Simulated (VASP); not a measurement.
Crystal: AlCu5.

```
CELL_PARAMETERS angstrom
2.65609 0.00000 0.00000
0.00000 2.65609 0.00000
0.00000 0.00000 11.26884
ATOMIC_POSITIONS crystal
Al 0.00000 0.00000 0.50000
Cu 0.00000 0.00000 0.83333
Cu 0.50000 0.50000 0.66667
Cu 0.50000 0.50000 0.33333
Cu 0.00000 0.00000 0.16667
Cu 0.50000 0.50000 0.00000
```

- Program: VASP 6.6.1
- Task: relaxation of cell and atoms
- Functional: PBE
- Potentials or basis: VASP PAW PBE potentials, release 64 (Al, Cu)
- Cutoff: 600 eV
- k mesh: 6 × 6 × 2
- Occupations: gaussian, width 0.1 eV
- Spin: no spin polarisation

At the start: pressure -6.3 GPa; volume 13.25 Å³/atom.

Task: How do energy, volume and symmetry change on relaxing?

Result: Over 35 steps the energy falls by 81.1 meV/atom and the volume is 12.43 Å³/atom (-6.2 %); space group P4/mmm (No. 123, to 0.1 Å) before and after.

The path:
| step | energy change (eV) | largest force (eV/Å) | pressure (GPa) | volume (Å³) |
| --- | --- | --- | --- | --- |
| 1 | 0.0000 | 0.1642 | -6.31 | 79.50 |
| 2 | -0.0997 | 0.1438 | 2.80 | 73.64 |
| 3 | -0.1072 | 0.1498 | 0.36 | 74.81 |
| 4 | -0.1072 | 0.1489 | 0.89 | 74.70 |
| 5 | -0.1254 | 0.1081 | 0.75 | 74.71 |
| 6 | -0.1758 | 0.1198 | 0.81 | 74.68 |
| 7 | -0.2351 | 0.3016 | 1.41 | 74.26 |
| 8 | -0.2537 | 0.1532 | -1.43 | 75.89 |
| 9 | -0.2537 | 0.1567 | -1.35 | 75.85 |
| 10 | -0.2658 | 0.0793 | -0.43 | 75.21 |
| 11 | -0.2666 | 0.1528 | 0.04 | 74.95 |
| 12 | -0.2722 | 0.1369 | 0.47 | 74.74 |
| 13 | -0.2865 | 0.1267 | 1.66 | 74.05 |
| 14 | -0.3591 | 0.1093 | 4.51 | 72.41 |
| 15 | 0.1380 | 0.4412 | 17.56 | 67.95 |
| 16 | -0.3980 | 0.0988 | 5.79 | 71.73 |
| 17 | -0.3934 | 0.1312 | 8.10 | 70.83 |
| 18 | -0.4031 | 0.1174 | 7.06 | 71.17 |
| 19 | -0.4035 | 0.1181 | 7.14 | 71.17 |
| 20 | -0.4047 | 0.1199 | 7.17 | 71.16 |
| 21 | -0.4061 | 0.1238 | 7.01 | 71.13 |
| 22 | -0.4059 | 0.1331 | 7.21 | 71.09 |
| 23 | -0.4065 | 0.1289 | 7.40 | 71.11 |
| 24 | -0.4082 | 0.1283 | 7.03 | 71.15 |
| 25 | -0.4130 | 0.1266 | 6.80 | 71.25 |
| 26 | -0.4222 | 0.1236 | 6.47 | 71.47 |
| 27 | -0.4386 | 0.1178 | 5.43 | 71.91 |
| 28 | -0.4633 | 0.1070 | 3.61 | 72.78 |
| 29 | -0.4827 | 0.0902 | -0.14 | 74.54 |
| 30 | -0.4826 | 0.0898 | 0.49 | 74.39 |
| 31 | -0.4827 | 0.0896 | 0.30 | 74.47 |
| 32 | -0.4830 | 0.0870 | 0.33 | 74.47 |
| 33 | -0.4838 | 0.0785 | 0.33 | 74.49 |
| 34 | -0.4851 | 0.0619 | 0.42 | 74.52 |
| 35 | -0.4863 | 0.0286 | -0.06 | 74.59 |

Final structure:
```
Al Cu
1.0
     3.02175    0.00000    0.00000
     0.00000    3.02175    0.00000
     0.00000    0.00000    8.16837
Al Cu
1 5
Cartesian
  0.0000 0.0000 4.0842
  0.0000 0.0000 6.8237
  1.5109 1.5109 5.4789
  1.5109 1.5109 2.6895
  0.0000 0.0000 1.3447
  1.5109 1.5109 0.0000
```

Caveat: the k points lie up to 0.38 Å⁻¹ apart in the final cell, too coarse for converged energies and pressures of a metal; a cell axis changed by over 15 % at a fixed basis, so the end point is rough.
